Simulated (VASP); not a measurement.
Here is a VASP 6.6.1 calculation.

Contents of INCAR:

```
PREC = Accurate
ENCUT = 520
EDIFF = 1E-6
ISMEAR = -1
SIGMA = 0.05
LREAL = F
LASPH = T
NELM = 60
ALGO = Normal
ISIF = 2
LWAVE = F
LCHARG = T
GGA = PS
LELF = T
LVHAR = T
NBANDS = 12
```

The input KPOINTS:

```
Automatic mesh
0
Gamma
  12 12 12
```

File POSCAR:

```
Zn
1.0
    0.0000000000      1.9515891866      1.9515891866
    1.9515891866      0.0000000000      1.9515891866
    1.9515891866      1.9515891866      0.0000000000
Zn
1
Direct
    0.0000000000      0.0000000000      0.0000000000
```

Potentials or basis: VASP PAW PBE potentials, release 64 (Zn).

Launch:

```console
$ cat potpaw_PBE.64/Zn/POTCAR > POTCAR
$ mpirun -np 1 vasp_std > vasp.out
```

(1) Estimate the pressure.

(2) What does it give for the band gap on the k mesh?

## Answers

(1) -3.6 GPa.

(2) zero (band 6 reaches 5.31 eV, above the bottom of band 7 at 1.70 eV).

Caveat: the PAW data sets were made with another functional, which shifts forces and pressure a little.
